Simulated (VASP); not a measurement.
# Au (Im-3m) in VASP: a series of runs

Au is run at these levels: r2SCAN; tasks: single point.

Program: VASP 6.6.1. These are calculated values, not measurements. Logs are shortened: lines on timing, memory, paths and dates and some standing lists are left out, and cuts for length are marked.

### 1 The cell of the first run

Symmetry: Im-3m, No. 229, cubic system. The conventional cell has a = 3.292 Å, b = 3.292 Å, c = 3.292 Å, α = 90.00°, β = 90.00°, γ = 90.00°. Within 3.8 Å of Au (site symmetry m-3m) lie 14 Au at 2.85 to 3.29 Å.

### 2 Single point, r2SCAN

Input file POSCAR:

```
Au
1.0
   -1.6461460541      1.6461460541      1.6461460541
    1.6461460541     -1.6461460541      1.6461460541
    1.6461460541      1.6461460541     -1.6461460541
Au
1
Direct
    0.0000000000      0.0000000000      0.0000000000
```

Input file INCAR.step1:

```
ALGO = Normal
EDIFF = 1E-4
ENCUT = 520
GGA = PE
ISMEAR = -1
LASPH = True
LCHARG = False
LREAL = False
LWAVE = True
NBANDS = 12
NELM = 60
PREC = Accurate
SIGMA = 0.05
```

Input file INCAR.step2:

```
ALGO = Normal
EDIFF = 1E-6
ENCUT = 520
ISIF = 2
ISMEAR = -1
ISTART = 1
LASPH = True
LCHARG = True
LELF = True
LMIXTAU = True
LREAL = False
LVHAR = True
LWAVE = False
METAGGA = R2SCAN
NBANDS = 12
NELM = 60
PREC = Accurate
SIGMA = 0.05
```

Input file KPOINTS:

```
k-points
0
Gamma
  11 11 11
```

Potentials or basis: VASP PAW PBE potentials, release 64 (Au).

Started as:

```
> cat potpaw_PBE.64/Au/POTCAR > POTCAR
> cp INCAR.step1 INCAR
> mpirun -np 1 vasp_std > vasp.out
> cp INCAR.step2 INCAR
> mpirun -np 1 vasp_std > vasp.out
```

OUTCAR:

```text
EDIFF = 1E-6
   ENCUT = 520
   ISIF = 2
   ISMEAR = -1
   ISTART = 1
   LASPH = True
   LREAL = False
   METAGGA = R2SCAN
   NELM = 60
   PREC = Accurate

 ion  position               nearest neighbor table
   1  0.000  0.000  0.000-

  LATTYP: Found a body centered cubic cell.
 ALAT       =     3.2922921082

  Lattice vectors:

 A1 = (  -1.6461460541,   1.6461460541,   1.6461460541)
 A2 = (   1.6461460541,  -1.6461460541,   1.6461460541)
 A3 = (   1.6461460541,   1.6461460541,  -1.6461460541)

Analysis of symmetry for initial positions (statically):
=====================================================================
 Subroutine PRICEL returns:
 Original cell was already a primitive cell.

 Routine SETGRP: Setting up the symmetry group for a
 body centered cubic supercell.

 Subroutine GETGRP returns: Found 48 space group operations
 (whereof 48 operations were pure point group operations)
 out of a pool of 48 trial point group operations.

The static configuration has the point symmetry O_h .

Analysis of symmetry for dynamics (positions and initial velocities):
=====================================================================
 Subroutine PRICEL returns:
 Original cell was already a primitive cell.

 Routine SETGRP: Setting up the symmetry group for a
 body centered cubic supercell.

 Subroutine GETGRP returns: Found 48 space group operations
 (whereof 48 operations were pure point group operations)
 out of a pool of 48 trial point group operations.

The dynamic configuration has the point symmetry O_h .

 Subroutine INISYM returns: Found 48 space group operations
 (whereof 48 operations are pure point group operations),
 and found     1 'primitive' translations

----------------------------------------------------------------------------------------

                                     Primitive cell

  volume of cell :      17.8429

  direct lattice vectors                    reciprocal lattice vectors
    -1.646146054  1.646146054  1.646146054     0.000000000  0.303739756  0.303739756
     1.646146054 -1.646146054  1.646146054     0.303739756  0.000000000  0.303739756
     1.646146054  1.646146054 -1.646146054     0.303739756  0.303739756  0.000000000

  length of vectors
     2.851208602  2.851208602  2.851208602     0.429552882  0.429552882  0.429552882

  position of ions in fractional coordinates (direct lattice)
     0.000000000  0.000000000  0.000000000

  ion indices of the primitive-cell ions
   primitive index   ion index
                 1           1

----------------------------------------------------------------------------------------

 KPOINTS: k-points

Automatic generation of k-mesh.
 Grid dimensions read from file:
 generate k-points for:   11   11   11

 Generating k-lattice:

  Cartesian coordinates                     Fractional coordinates (reciprocal lattice)
     0.000000000  0.027612705  0.027612705     0.090909091  0.000000000  0.000000000
     0.027612705  0.000000000  0.027612705     0.000000000  0.090909091  0.000000000
     0.027612705  0.027612705  0.000000000     0.000000000  0.000000000  0.090909091

  Length of vectors
     0.039050262  0.039050262  0.039050262

  Shift w.r.t. Gamma in fractional coordinates (k-lattice)
     0.000000000  0.000000000  0.000000000

 Subroutine IBZKPT returns following result:
 ===========================================

 Found     56 irreducible k-points:

 Following reciprocal coordinates:
            Coordinates               Weight
  0.000000  0.000000  0.000000      1.000000
  0.090909  0.000000  0.000000     12.000000
  0.181818  0.000000  0.000000     12.000000
  0.272727  0.000000  0.000000     12.000000
  0.363636  0.000000  0.000000     12.000000
  0.454545  0.000000  0.000000     12.000000
[... 16 lines left out ...]
  0.272727  0.181818  0.090909     48.000000
  0.363636  0.181818  0.090909     24.000000
 [... further k-points ...]
   k-points           NKPTS =     56   k-points in BZ     NKDIM =     56   number of bands    NBANDS=     12
   number of dos      NEDOS =    301   number of ions     NIONS =      1
   total plane-waves  NPLWV =  13824
   dimension x,y,z NGX =    24 NGY =   24 NGZ =   24
   dimension x,y,z NGXF=    48 NGYF=   48 NGZF=   48
   ions per type =               1
   NGX,Y,Z   is equivalent  to a cutoff of  13.99, 13.99, 13.99 a.u.
   NGXF,Y,Z  is equivalent  to a cutoff of  27.99, 27.99, 27.99 a.u.
 SYSTEM =  unknown system
   PREC   = accura    normal or accurate (medium, high low for compatibility)
   ISTART =      1    job   : 0-new  1-cont  2-samecut
   ICHARG =      0    charge: 1-file 2-atom 10-const
   ISPIN  =      1    spin polarized calculation?
   LNONCOLLINEAR =      F non collinear calculations
   LSORBIT =      F    spin-orbit coupling
   LASPH  =      T    aspherical Exc in radial PAW
   ENCUT  =  520.0 eV  38.22 Ry    6.18 a.u.   5.30  5.30  5.30*2*pi/ulx,y,z
   NELM   =     60;   NELMIN=  2; NELMDL=  0     # of ELM steps
   EDIFF  = 0.1E-05   stopping-criterion for ELM
   LREAL  =      F    real-space projection
   EDIFFG = 0.1E-04   stopping-criterion for IOM
   NSW    =      0    number of steps for IOM
   IBRION =     -1    ionic relax: 0-MD 1-quasi-New 2-CG
   NFREE  =      0    steps in history (QN), initial steepest desc. (CG)
   ISIF   =      2    stress and relaxation
   ISYM   =      2    0-nonsym 1-usesym 2-fastsym
   POTIM  = 0.5000    time-step for ionic-motion
   TEBEG  =    0.0;   TEEND  =   0.0 temperature during run
   PSTRESS=    0.0 pullay stress
   NELECT =      11.0000    total number of electrons
   NUPDOWN=      -1.0000    fix difference up-down
   EMIN   =  10.00;   EMAX   =-10.00  energy-range for DOS
   EFERMI =   0.00;   METHOD = LEGACY
   ISMEAR =    -1;   SIGMA  =   0.05  broadening in eV -4-tet -1-fermi 0-gaus
   EFERMI_NEDOS =   21; number of points for ismear=-14 and -15
   IALGO  =     38    algorithm
   IMIX   =      4    mixing-type and parameters
     AMIX     =   0.40;   BMIX     =  1.00
     AMIX_MAG =   1.60;   BMIX_MAG =  1.00
  volume/ion in A,a.u.               =      17.84       120.41
  Fermi-wavevector in a.u.,A,eV,Ry     =   1.393319  2.632992 26.413522  1.941339
  Thomas-Fermi vector in A             =   2.516977
   LORBIT       =      0    0 simple, 1 ext, 2 COOP (PROOUT), +10 PAW based schemes
   METAGGA = R2SCAN    functional components
   LHFCALC =     F    Hartree Fock is set to
   AEXX    =    0.0000 exact exchange contribution
   IVDW    =     0    specifies the selected vdW correction
   LEPSILON=     F    determine dielectric tensor
   LRPA    =     F    only Hartree local field effects (RPA)
 non-spin polarized calculation
  energy-cutoff  :      520.00
  volume of cell :       17.84
 maximum number of plane-waves:       488
 NGX is ok and might be reduce to    24
   NGX = 11   NGY = 11   NGZ = 11

 number of electron      11.0000000 magnetization

 Free energy of the ion-electron system (eV)
  ---------------------------------------------------
  ext. energy  EPLUGINS =         0.00000000
  ---------------------------------------------------
  free energy    TOTEN  =       -50.57103514 eV

  energy without entropy =      -50.56545351  energy(sigma->0) =      -50.56824432

 E-fermi :   8.4891     XC(G=0): -13.2936

 val. band max:        8.4845005379   @ k =  -0.3636   0.3636   0.2727
 cond. band min:       8.5057319068   @ k =  -0.2727   0.4545   0.0909
 fundamental gap:      0.0212313689
 Fermi energy:         8.4891360410

 k-point     1 :       0.0000    0.0000    0.0000
  band No.  band energies     occupation
      1      -0.9904      2.00000
      2       3.7098      2.00000
      3       3.7098      2.00000
      4       3.7098      2.00000
      5       5.5493      2.00000
      6       5.5493      2.00000
      7      25.9944      0.00000
      8      25.9944      0.00000
      9      25.9944      0.00000
     10      33.0090      0.00000
     11      33.0090      0.00000
     12      33.0090      0.00000

 k-point     2 :       0.0909    0.0000    0.0000
  band No.  band energies     occupation
      1      -0.6891      2.00000
      2       3.6198      2.00000
      3       3.7205      2.00000
      4       3.9179      2.00000
      5       5.4472      2.00000
      6       5.5553      2.00000
      7      25.8160      0.00000
      8      26.0188      0.00000
      9      26.3611      0.00000
     10      30.6033      0.00000
     11      30.9179      0.00000
     12      31.9279      0.00000

 k-point     3 :       0.1818    0.0000    0.0000
  band No.  band energies     occupation
      1       0.1380      2.00000
      2       3.3862      2.00000
      3       3.7578      2.00000
      4       4.5104      2.00000
      5       5.2783      2.00000
      6       5.5778      2.00000
      7      23.8010      0.00000
      8      25.3699      0.00000
      9      27.3744      0.00000
     10      29.0263      0.00000
     11      29.4632      0.00000
     12      30.1256      0.00000

 k-point     4 :       0.2727    0.0000    0.0000
  band No.  band energies     occupation
      1       1.1085      2.00000
      2       3.0958      2.00000
      3       4.1017      2.00000
      4       5.2631      2.00000
      5       5.3804      2.00000
      6       5.6213      2.00000
      7      19.9597      0.00000
      8      23.8431      0.00000
      9      26.7020      0.00000
     10      28.7762      0.00000
     11      29.3738      0.00000
     12      31.4792      0.00000

 k-point     5 :       0.3636    0.0000    0.0000
  band No.  band energies     occupation
      1       1.5087      2.00000
      2       2.8428      2.00000
      3       5.1867      2.00000
      4       5.6762      2.00000
      5       5.7100      2.00000
      6       6.3110      2.00000
      7      16.0226      0.00000
      8      22.4900      0.00000
      9      24.3502      0.00000
     10      30.0439      0.00000
     11      30.1481      0.00000
     12      33.5975      0.00000
[... 228 lines left out ...]
      1      -0.3911      2.00000
      2       3.7458      2.00000
      3       3.7458      2.00000
      4       3.9155      2.00000
      5       5.2109      2.00000
      6       5.6716      2.00000
      7      25.4883      0.00000
      8      26.6004      0.00000
      9      26.6004      0.00000
     10      27.9797      0.00000
     11      31.2446      0.00000
     12      31.2446      0.00000

 k-point    22 :       0.1818    0.1818    0.0909
  band No.  band energies     occupation
      1       2.3854      2.00000
      2       3.0645      2.00000
      3       3.2523      2.00000
      4       5.4712      2.00000
      5       5.6670      2.00000
      6       7.9627      1.99995
      7      17.2670      0.00000
      8      20.0335      0.00000
      9      21.5868      0.00000
     10      29.7346      0.00000
     11      34.3743      0.00000
     12      35.3439      0.00000

 k-point    23 :       0.2727    0.1818    0.0909
  band No.  band energies     occupation
      1       2.4194      2.00000
      2       2.9343      2.00000
      3       4.0975      2.00000
      4       5.5536      2.00000
      5       5.7421      2.00000
      6       9.7812      0.00000
      7      14.4009      0.00000
      8      18.4194      0.00000
      9      20.8348      0.00000
     10      30.9097      0.00000
     11      33.6675      0.00000
     12      35.2873      0.00000

 k-point    24 :       0.3636    0.1818    0.0909
  band No.  band energies     occupation
      1       2.3718      2.00000
      2       2.8826      2.00000
      3       4.5560      2.00000
      4       5.5968      2.00000
      5       5.7804      2.00000
      6      11.7005      0.00000
      7      12.0606      0.00000
      8      17.8142      0.00000
      9      20.5684      0.00000
     10      31.4790      0.00000
     11      33.2108      0.00000
     12      35.2893      0.00000

 [... further k-points ...]

------------------------ aborting loop because EDIFF is reached ----------------------------------------

  FORCE on cell =-STRESS in cart. coord.  units (eV):
  Direction    XX          YY          ZZ          XY          YZ          ZX
  --------------------------------------------------------------------------------------
  -------------------------------------------------------------------------------------
  Total       -0.1351015     -0.1351015     -0.1351015     -0.0000000     -0.0000000     -0.0000000
  in kB      -12.1312548    -12.1312548    -12.1312548     -0.0000000     -0.0000000     -0.0000000
  external PRESSURE =     -12.1312548 kB  Pullay stress =       0.0000000 kB

 VOLUME and BASIS-vectors are now :
 -----------------------------------------------------------------------------
  energy-cutoff  :      520.00
  volume of cell :       17.84
      direct lattice vectors                 reciprocal lattice vectors
    -1.646146054  1.646146054  1.646146054     0.000000000  0.303739756  0.303739756
     1.646146054 -1.646146054  1.646146054     0.303739756  0.000000000  0.303739756
     1.646146054  1.646146054 -1.646146054     0.303739756  0.303739756  0.000000000

 POSITION                                       TOTAL-FORCE (eV/Angst)
 -----------------------------------------------------------------------------------
      0.00000      0.00000      0.00000        -0.000000      0.000000      0.000000
 -----------------------------------------------------------------------------------
    total drift:                                0.000000      0.000000      0.000000

  FREE ENERGIE OF THE ION-ELECTRON SYSTEM (eV)
  ---------------------------------------------------
  free  energy   TOTEN  =       -50.5710351373 eV

  energy  without entropy=      -50.5654535099  energy(sigma->0) =      -50.56824432
```

Wall time 44 s (1 thread of Intel Xeon Platinum 8259CL at 2.50GHz (Skylake/Cascade Lake), shared host); peak memory 0.15 GiB.

What came out:

```
Free energy : -50.5710 eV
Pressure    : -1.2 GPa
```

Caveat: the PAW data sets were made with another functional, which shifts forces and pressure a little; spin-orbit coupling is left out, which moves the levels of the heavy elements.

(Part 1 of 2 ends here.)
